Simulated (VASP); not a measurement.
A run of VASP 6.6.1 is set up as follows.

File INCAR:

```
PREC     = Accurate       # precision mode
ENCUT    = 520            # plane-wave cutoff, eV
EDIFF    = 1E-6           # SCF threshold, eV
ISMEAR   = 0              # smearing method
SIGMA    = 0.15           # smearing width, eV
LREAL    = False          # projectors in reciprocal space
LASPH    = True           # aspherical terms in the spheres
NELM     = 80             # most SCF steps
ALGO     = Fast           # electronic algorithm
ISIF     = 2              # what is computed and relaxed
LWAVE    = False          # write WAVECAR
LCHARG   = False          # write CHGCAR
GGA      = PE             # functional
NBANDS   = 14             # bands
```

KPOINTS

```
Automatic mesh
0
Gamma
  22 22 22
```

File POSCAR:

```
Rh
1.0
    0.0000000000      1.8443705179      1.8443705179
    1.8443705179      0.0000000000      1.8443705179
    1.8443705179      1.8443705179      0.0000000000
Rh
1
Direct
    0.0000000000      0.0000000000      0.0000000000
```

Potentials or basis: VASP PAW PBE potentials, release 64 (Rh_pv).

Launch:

```bash
$ cat potpaw_PBE.64/Rh_pv/POTCAR > POTCAR
$ mpirun -np 1 vasp_std > vasp.out
```

(1) Estimate the pressure.

Results:

(1) 38.8 GPa.
